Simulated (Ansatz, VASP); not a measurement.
Mg2BeSeO2: VASP beside Ansatz

```
Mg Be Se O
1.0
     3.03421   -5.07647    0.00000
     3.03421    5.07647    0.00000
     0.00000    0.00000    6.72525
Mg Be Se O
2 1 1 2
Cartesian
  3.0342 2.5181 3.3626
  3.0342 -2.5181 3.3626
  3.0342 0.0000 3.3626
  0.0000 0.0000 3.3626
  0.0000 0.0000 1.5794
  0.0000 0.0000 5.1458
```

Alike in both runs: functional PBE; k mesh 4 × 4 × 4; occupations gaussian, width 0.1 eV; no spin polarisation.

Ansatz relaxed the structure, and its values are those at the end. VASP's run is a single point on that final structure, the one shown.

```csv
,VASP,Ansatz
version,VASP 6.6.1,Ansatz 0.2.0
potentials or method,"VASP PAW PBE potentials, release 64 (Mg, Be, Se, O), cutoff 520 eV","scalar-relativistic, plane waves, PAW"
valence electrons in the cell,24,50
```

Ansatz gave:

```
gap on the k mesh at the Fermi level (eV) : none
pressure (GPa)                            : 0.1
rms of the force components (eV/Å)        : 0.008
```

Estimate VASP's values.

gap on the k mesh at the Fermi level (eV): none; pressure (GPa): 0.2; rms of the force components (eV/Å): 0.045.

A gap of «none» marks a metal or a gap that the smearing closes. VASP's potentials hold 24 valence electrons a cell and Ansatz's 50, so a difference there can come from the potentials and not from the codes.
